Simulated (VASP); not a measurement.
**V: relaxation of cell and atoms with PBEsol**

V:

```
V
1.0
     2.61025    0.00000    0.00000
    -1.30512    2.26054    0.00000
     0.00000    0.00000    9.03762
V
4
Direct
  0.00000 0.00000 0.00000
  0.00000 0.00000 0.50000
  0.33333 0.66667 0.75000
  0.66667 0.33333 0.25000
```

| Quantity | Value |
| --- | --- |
| Program | VASP 6.6.1 |
| Task | relaxation of cell and atoms |
| Functional | PBEsol |
| Potentials or basis | VASP PAW PBE potentials, release 64 (V_sv) |
| Cutoff | 600 eV |
| k mesh | 21 × 21 × 6 |
| Occupations | gaussian, width 0.1 eV |
| Spin | no spin polarisation |
| Dipole correction | no |
| Further INCAR settings | ALGO = Normal; EDIFF = 1e-07; IBRION = 2; EDIFFG = -0.01; NSW = 100; ISIF = 3 |

* Relaxed volume: 13.35 Å³/atom
* Relaxed cell: a = 2.593 Å, b = 2.593 Å, c = 9.171 Å, α = 90.00°, β = 90.00°, γ = 120.00°
* Space group after relaxing (to 0.05 Å): P6_3/mmc (No. 194)
* Energy gained by relaxing: 0.8 meV/atom
* Ionic steps: 6
* Pressure after relaxing: -0.1 GPa
* Band gap on the k mesh: zero (band 26 reaches 10.55 eV, above the bottom of band 27 at 9.45 eV)

The path:
```
step  energy change (eV)  largest force (eV/Å)  pressure (GPa)  volume (Å³)
   1              0.0000                0.0000            0.21        53.33
   2             -0.0014                0.0000           -0.30        53.46
   3             -0.0020                0.0000           -0.87        53.62
   4             -0.0027                0.0000           -0.64        53.55
   5             -0.0033                0.0000            0.07        53.33
   6             -0.0033                0.0000           -0.08        53.38
```

Final structure:
```
V
1.0
     2.59256    0.00000    0.00000
    -1.29628    2.24522    0.00000
     0.00000    0.00000    9.17074
V
4
Direct
  0.00000 0.00000 0.00000
  0.00000 0.00000 0.50000
  0.33333 0.66667 0.75000
  0.66667 0.33333 0.25000
```

Levels at points of the mesh, in eV from the Fermi level:
| k point | band 24 | band 25 | band 26 | band 27 | band 28 | band 29 |
| --- | --- | --- | --- | --- | --- | --- |
| (0.00, 0.00, 0.00) | 0.09 | 0.23 | 0.23 | 0.29 | 0.29 | 0.51 |
| (0.00, 0.00, 0.50) | -0.61 | 0.29 | 0.29 | 0.29 | 0.29 | 0.50 |

Wall time 11 min on 1 thread of Intel(R) Xeon(R) 6975P-C (Granite Rapids) (shared host), peak memory 0.42 GiB.

Caveat: the PAW data sets were made with another functional, which shifts forces and pressure a little.
